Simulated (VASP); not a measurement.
# AlCu3 (Pm-3m) in VASP: notebook, part 2 of 2

VASP 6.6.1.

## (4) Relaxation of cell and atoms, PBEsol

This run uses another cell than the first one, of 12.53 Å³/atom.

Contents of INCAR:

```
PREC     = Accurate       # precision mode
ENCUT    = 600            # plane-wave cutoff, eV
EDIFF    = 1E-6           # SCF threshold, eV
ISMEAR   = -1             # smearing method
SIGMA    = 0.15           # smearing width, eV
LREAL    = F              # projectors in reciprocal space
LASPH    = T              # aspherical terms in the spheres
NELM     = 100            # most SCF steps
ALGO     = Fast           # electronic algorithm
ISIF     = 3              # what is computed and relaxed
LWAVE    = F              # write WAVECAR
LCHARG   = F              # write CHGCAR
GGA      = PS             # functional
IBRION   = 2              # ionic algorithm
NSW      = 80             # ionic steps
EDIFFG   = -0.001         # ionic threshold
```

Contents of KPOINTS:

```
regular mesh
0
Gamma
  12 12 12
```

Contents of POSCAR:

```
AlCu3
1.0
    3.6874113031      0.0000000000      0.0000000000
    0.0000000000      3.6874113031      0.0000000000
    0.0000000000      0.0000000000      3.6874113031
Al Cu
1 3
Direct
    0.0000000000      0.0000000000      0.0000000000
    0.5000000000      0.5000000000      0.0000000000
    0.5000000000      0.0000000000      0.5000000000
    0.0000000000      0.5000000000      0.5000000000
```

Potentials or basis: VASP PAW PBE potentials, release 64 (Al, Cu).

On the command line:

```sh
$ cat potpaw_PBE.64/Al/POTCAR potpaw_PBE.64/Cu/POTCAR > POTCAR
$ mpirun -np 1 vasp_std > vasp.out
```

OUTCAR:

```text
PREC = Accurate
   ENCUT = 600
   EDIFF = 1E-6
   ISMEAR = -1
   LREAL = F
   LASPH = T
   NELM = 100
   ISIF = 3
   GGA = PS
   IBRION = 2
   NSW = 80
   EDIFFG = -0.001

 ion  position               nearest neighbor table
   1  0.000  0.000  0.000-   2 2.61   3 2.61   4 2.61   3 2.61   4 2.61   2 2.61   4 2.61   4 2.61
                             2 2.61   3 2.61   3 2.61   2 2.61
   2  0.500  0.500  0.000-   1 2.61   3 2.61   4 2.61   3 2.61   4 2.61   1 2.61   3 2.61   3 2.61
                             1 2.61   4 2.61   4 2.61   1 2.61
   3  0.500  0.000  0.500-   1 2.61   2 2.61   4 2.61   1 2.61   2 2.61   2 2.61   4 2.61   2 2.61
                             1 2.61   4 2.61   1 2.61   4 2.61
   4  0.000  0.500  0.500-   1 2.61   2 2.61   3 2.61   1 2.61   2 2.61   1 2.61   3 2.61   1 2.61
                             2 2.61   3 2.61   2 2.61   3 2.61

  LATTYP: Found a simple cubic cell.
 ALAT       =     3.6874113031

  Lattice vectors:
[... 384 lines left out ...]

  energy without entropy =      -17.73371001  energy(sigma->0) =      -17.77665754

 E-fermi :   8.5862     XC(G=0): -12.4779

 val. band max:        8.5376157227   @ k =   0.5000   0.2500   0.2500
 cond. band min:       8.6223614404   @ k =   0.1667   0.0833   0.0833
 fundamental gap:      0.0847457177
 Fermi energy:         8.5862426278

 k-point     1 :       0.0000    0.0000    0.0000
  band No.  band energies     occupation
      1      -2.1180      2.00000
      2       3.1598      2.00000
      3       3.7281      2.00000
      4       3.7281      2.00000
      5       3.9979      2.00000
      6       3.9979      2.00000
[... 589 lines left out ...]
     21      14.7477      0.00000
     22      14.8336      0.00000

 [... further k-points ...]

------------------------ aborting loop because EDIFF is reached ----------------------------------------

  FORCE on cell =-STRESS in cart. coord.  units (eV):
  Direction    XX          YY          ZZ          XY          YZ          ZX
  --------------------------------------------------------------------------------------
  -------------------------------------------------------------------------------------
  Total       -0.0010256     -0.0010256     -0.0010256     -0.0000000     -0.0000000      0.0000000
  in kB       -0.0341448     -0.0341448     -0.0341448     -0.0000000     -0.0000000      0.0000000
  external PRESSURE =      -0.0341448 kB  Pullay stress =       0.0000000 kB
[... 19 lines left out ...]
  FREE ENERGIE OF THE ION-ELECTRON SYSTEM (eV)
  ---------------------------------------------------
  free  energy   TOTEN  =       -17.8196050607 eV

  energy  without entropy=      -17.7337100127  energy(sigma->0) =      -17.77665754

 reached required accuracy - stopping structural energy minimisation
```

Run time: 7.8 min. Hardware: 1 thread of Intel Xeon Platinum 8488C (Sapphire Rapids), shared host; peak memory 0.24 GiB.

What came out:

| Quantity | Value |
| --- | --- |
| Free energy | -17.8196 eV |
| Relaxed volume | 12.03 Å³/atom |
| Relaxed cell | a = 3.637 Å, b = 3.637 Å, c = 3.637 Å, α = 90.00°, β = 90.00°, γ = 90.00° |
| Space group after relaxing (to 0.1 Å) | Pm-3m (No. 221) |
| Energy gained by relaxing | 9.1 meV/atom |
| Ionic steps | 16 |
| Pressure after relaxing | 0.0 GPa |
| Band gap on the k mesh | zero (bands 18 and 19 overlap by 5.53 eV) |

Step by step:
```tsv
step	energy change (eV)	largest force (eV/Å)	pressure (GPa)	volume (Å³)
1	0.0000	0.0000	-5.44	50.14
2	-0.0266	0.0000	3.15	47.11
3	-0.0366	0.0000	0.23	48.10
4	-0.0365	0.0000	-0.17	48.18
5	-0.0366	0.0000	0.05	48.14
6	-0.0366	0.0000	-0.03	48.17
7	-0.0366	0.0000	0.05	48.16
8	-0.0366	0.0000	-0.28	48.16
9	-0.0366	0.0000	-0.02	48.16
10	-0.0366	0.0000	-0.03	48.16
11	-0.0366	0.0000	-0.18	48.14
12	-0.0366	0.0000	0.19	48.09
13	-0.0366	0.0000	0.11	48.12
14	-0.0366	0.0000	-0.21	48.13
15	-0.0366	0.0000	0.11	48.12
16	-0.0366	0.0000	0.00	48.12
```

Final structure:
```
Al Cu
1.0
     3.63735    0.00000    0.00000
     0.00000    3.63735    0.00000
     0.00000    0.00000    3.63735
Al Cu
1 3
Direct
  0.00000 0.00000 0.00000
  0.50000 0.50000 0.00000
  0.50000 0.00000 0.50000
  0.00000 0.50000 0.50000
```

Caveat: the PAW data sets were made with another functional, which shifts forces and pressure a little.

## (5) Single point, PBEsol (10.54 Å³/atom)

This run uses another cell than the first one, of 10.54 Å³/atom.

Contents of INCAR:

```
SYSTEM = AlCu3
  ALGO = Normal
  EDIFF = 1E-7
  ENCUT = 520
  GGA = PS
  ISIF = 2
  ISMEAR = 0
  LASPH = .True.
  LCHARG = .False.
  LREAL = .False.
  LWAVE = .False.
  NBANDS = 26
  NELM = 100
  PREC = Accurate
  SIGMA = 0.1
```

Contents of KPOINTS:

```
k-points
0
Gamma
  12 12 12
  0 0 0
```

Contents of POSCAR:

```
AlCu3
1.0
    3.4803632023      0.0000000000      0.0000000000
    0.0000000000      3.4803632023      0.0000000000
    0.0000000000      0.0000000000      3.4803632023
Al Cu
1 3
Direct
    0.0000000000      0.0000000000      0.0000000000
    0.5000000000      0.5000000000      0.0000000000
    0.5000000000      0.0000000000      0.5000000000
    0.0000000000      0.5000000000      0.5000000000
```

Potentials or basis: VASP PAW PBE potentials, release 64 (Al, Cu).

On the command line:

```sh
$ cat potpaw_PBE.64/Al/POTCAR potpaw_PBE.64/Cu/POTCAR > POTCAR
$ mpirun -np 1 vasp_std > vasp.out
```

OUTCAR:

```text
SYSTEM = AlCu3
   EDIFF = 1E-7
   ENCUT = 520
   GGA = PS
   ISIF = 2
   ISMEAR = 0
   LASPH = .True.
   LREAL = .False.
   NELM = 100
   PREC = Accurate

 ion  position               nearest neighbor table
   1  0.000  0.000  0.000-   2 2.46   3 2.46   4 2.46   3 2.46   4 2.46   2 2.46   4 2.46   4 2.46
                             2 2.46   3 2.46   3 2.46   2 2.46
   2  0.500  0.500  0.000-   1 2.46   3 2.46   4 2.46   3 2.46   4 2.46   1 2.46   3 2.46   3 2.46
                             1 2.46   4 2.46   4 2.46   1 2.46
   3  0.500  0.000  0.500-   1 2.46   2 2.46   4 2.46   1 2.46   2 2.46   2 2.46   4 2.46   2 2.46
                             1 2.46   4 2.46   1 2.46   4 2.46
   4  0.000  0.500  0.500-   1 2.46   2 2.46   3 2.46   1 2.46   2 2.46   1 2.46   3 2.46   1 2.46
                             2 2.46   3 2.46   2 2.46   3 2.46

  LATTYP: Found a simple cubic cell.
 ALAT       =     3.4803632023

  Lattice vectors:

 A1 = (   3.4803632023,   0.0000000000,   0.0000000000)
 A2 = (   0.0000000000,   3.4803632023,   0.0000000000)
 A3 = (   0.0000000000,   0.0000000000,   3.4803632023)

Analysis of symmetry for initial positions (statically):
[... 180 lines left out ...]
 val. band max:       10.3293196656   @ k =   0.4167   0.2500   0.1667
 cond. band min:      10.3618792125   @ k =   0.0833   0.0833   0.0000
 fundamental gap:      0.0325595468
 Fermi energy:        10.3571297903

 k-point     1 :       0.0000    0.0000    0.0000
  band No.  band energies     occupation
      1      -1.4037      2.00000
      2       4.0616      2.00000
      3       4.7337      2.00000
      4       4.7337      2.00000
      5       5.0559      2.00000
      6       5.0559      2.00000
[... 685 lines left out ...]
     25      21.2746      0.00000
     26      22.0181      0.00000

 [... further k-points ...]

------------------------ aborting loop because EDIFF is reached ----------------------------------------

  FORCE on cell =-STRESS in cart. coord.  units (eV):
  Direction    XX          YY          ZZ          XY          YZ          ZX
  --------------------------------------------------------------------------------------
  -------------------------------------------------------------------------------------
  Total        7.0585673      7.0585673      7.0585673     -0.0000000     -0.0000000      0.0000000
  in kB      268.2584678    268.2584678    268.2584678     -0.0000000     -0.0000000      0.0000000
  external PRESSURE =     268.2584678 kB  Pullay stress =       0.0000000 kB

 VOLUME and BASIS-vectors are now :
 -----------------------------------------------------------------------------
  energy-cutoff  :      520.00
  volume of cell :       42.16
      direct lattice vectors                 reciprocal lattice vectors
     3.480363202  0.000000000  0.000000000     0.287326334  0.000000000  0.000000000
     0.000000000  3.480363202  0.000000000     0.000000000  0.287326334  0.000000000
     0.000000000  0.000000000  3.480363202     0.000000000  0.000000000  0.287326334

 POSITION                                       TOTAL-FORCE (eV/Angst)
 -----------------------------------------------------------------------------------
      0.00000      0.00000      0.00000         0.000000      0.000000      0.000000
      1.74018      1.74018      0.00000         0.000000      0.000000      0.000000
      1.74018      0.00000      1.74018         0.000000      0.000000      0.000000
      0.00000      1.74018      1.74018         0.000000      0.000000      0.000000
 -----------------------------------------------------------------------------------
    total drift:                                0.000000      0.000000      0.000000

  FREE ENERGIE OF THE ION-ELECTRON SYSTEM (eV)
  ---------------------------------------------------
  free  energy   TOTEN  =       -17.3391096160 eV

  energy  without entropy=      -17.3330053808  energy(sigma->0) =      -17.33605750
```

OSZICAR:

```text
N       E                     dE             d eps       ncg     rms          rms(c)
DAV:   1     0.249069337628E+03    0.24907E+03   -0.15670E+04  4696   0.227E+03
DAV:   2    -0.332085751304E+01   -0.25239E+03   -0.24064E+03  4368   0.356E+02
DAV:   3    -0.221301924953E+02   -0.18809E+02   -0.18113E+02  4918   0.136E+02
DAV:   4    -0.225513689483E+02   -0.42118E+00   -0.42003E+00  6442   0.238E+01
DAV:   5    -0.225586024287E+02   -0.72335E-02   -0.72326E-02  6734   0.247E+00    0.188E+01
DAV:   6    -0.203193587534E+02    0.22392E+01   -0.43802E+01  5164   0.171E+02    0.108E+01
DAV:   7    -0.173992294714E+02    0.29201E+01   -0.10430E+01  5288   0.774E+01    0.100E+00
DAV:   8    -0.173724204675E+02    0.26809E-01   -0.35433E-01  6440   0.853E+00    0.131E+00
DAV:   9    -0.173391411832E+02    0.33279E-01   -0.52139E-02  5466   0.569E+00    0.710E-02
DAV:  10    -0.173391144008E+02    0.26782E-04   -0.35086E-03  6020   0.102E+00    0.391E-02
DAV:  11    -0.173391095189E+02    0.48820E-05   -0.18527E-04  6440   0.240E-01    0.130E-02
DAV:  12    -0.173391102085E+02   -0.68965E-06   -0.15418E-05  6404   0.514E-02    0.733E-03
DAV:  13    -0.173391098074E+02    0.40107E-06   -0.12238E-06  6784   0.182E-02    0.142E-03
DAV:  14    -0.173391095887E+02    0.21876E-06   -0.85557E-08  3026   0.600E-03    0.515E-04
DAV:  15    -0.173391096160E+02   -0.27350E-07   -0.43579E-08  2922   0.189E-03
   1 F= -.17339110E+02 E0= -.17336057E+02  d E =-.610424E-02
```

It took 2.4 min on 1 thread of Intel Xeon 8259CL, shared host; peak memory 0.21 GiB.

What came out:

```
Free energy            : -17.3391 eV
Pressure               : 26.8 GPa
Band gap on the k mesh : zero (bands 18 and 19 overlap by 6.17 eV)
```

Levels at points of the mesh, in eV from the Fermi level:
```
           k point  band 16  band 17  band 18  band 19  band 20  band 21
(0.00, 0.00, 0.00)    -2.22    -0.46    -0.46    -0.46     4.91     4.91
(0.50, 0.00, 0.00)    -2.74    -2.22     4.10     4.10     4.26     4.26
(0.50, 0.50, 0.00)    -3.08    -2.60    -1.22    -1.22     6.85     6.85
(0.50, 0.50, 0.50)    -2.43    -2.43    -2.43    -1.90     2.02     2.16
```

Caveat: the cell stands under pressure; the PAW data sets were made with another functional, which shifts forces and pressure a little.

## (6) Single point, PBEsol (10.90 Å³/atom)

This run uses another cell than the first one, of 10.90 Å³/atom.

Contents of INCAR:

```
  PREC = Accurate
  ENCUT = 520
  EDIFF = 1E-6
  ISMEAR = 0
  SIGMA = 0.1
  LREAL = False
  LASPH = True
  NELM = 60
  ALGO = Fast
  ISIF = 2
  LWAVE = False
  LCHARG = True
  GGA = PS
  LELF = True
  LVHAR = True
  NBANDS = 26
```

Contents of KPOINTS:

```
regular mesh
0
Gamma
  12 12 12
```

Contents of POSCAR:

```
AlCu3
1.0
    3.5194716802      0.0000000000      0.0000000000
    0.0000000000      3.5194716802      0.0000000000
    0.0000000000      0.0000000000      3.5194716802
Al Cu
1 3
Direct
    0.0000000000      0.0000000000      0.0000000000
    0.5000000000      0.5000000000      0.0000000000
    0.5000000000      0.0000000000      0.5000000000
    0.0000000000      0.5000000000      0.5000000000
```

Potentials or basis: VASP PAW PBE potentials, release 64 (Al, Cu).

On the command line:

```sh
$ cat potpaw_PBE.64/Al/POTCAR potpaw_PBE.64/Cu/POTCAR > POTCAR
$ mpirun -np 1 vasp_std > vasp.out
```

Wall time 2.6 min (1 thread of Intel Xeon 8259CL, shared host); peak memory 0.21 GiB.

The run converged. Its results:

```
Free energy            : -17.5420 eV
Pressure               : 18.5 GPa
Band gap on the k mesh : zero (bands 18 and 19 overlap by 6.01 eV)
```

Levels at points of the mesh, in eV from the Fermi level:
```csv
k point,band 15,band 16,band 17,band 18,band 19,band 20,band 21,band 22
"(0.00, 0.00, 0.00)",-2.18,-2.18,-0.41,-0.41,-0.41,4.78,4.78,5.87
"(0.50, 0.00, 0.00)",-3.13,-2.67,-2.17,4.05,4.05,4.14,4.14,4.95
"(0.50, 0.50, 0.00)",-3.13,-2.99,-2.53,-1.21,-1.21,6.75,6.75,6.97
"(0.50, 0.50, 0.50)",-3.21,-2.37,-2.37,-2.37,-1.78,1.84,2.06,2.06
```

Caveat: the cell stands under pressure; the PAW data sets were made with another functional, which shifts forces and pressure a little.

## (7) Summary

```csv
task,cell,cutoff (eV),smearing,gap on the mesh (eV),pressure (GPa)
single point,"a = 3.703 Å, 4 atoms",520,gaussian 0.1 eV,none,-7.2
single point,"a = 3.632 Å, 4 atoms",520,fermi-dirac 0.15 eV,none,0.6
relaxation of cell and atoms,"relaxed from a = 3.687 Å, 4 atoms",600,fermi-dirac 0.15 eV,none,0.0
single point,"a = 3.480 Å, 4 atoms",520,gaussian 0.1 eV,none,26.8
single point,"a = 3.519 Å, 4 atoms",520,gaussian 0.1 eV,none,18.5
```

Alike in all rows: level PBEsol; potentials or basis VASP PAW PBE potentials, release 64 (Al, Cu); no spin polarisation; k mesh 12 × 12 × 12.

Caveats: the PAW data sets were made with another functional, which shifts forces and pressure a little; the cell stands under pressure (at least some runs); the cell stands under tension (at least some runs).

Total energies depend on the potentials used, so only differences within one code and one set of settings carry meaning.
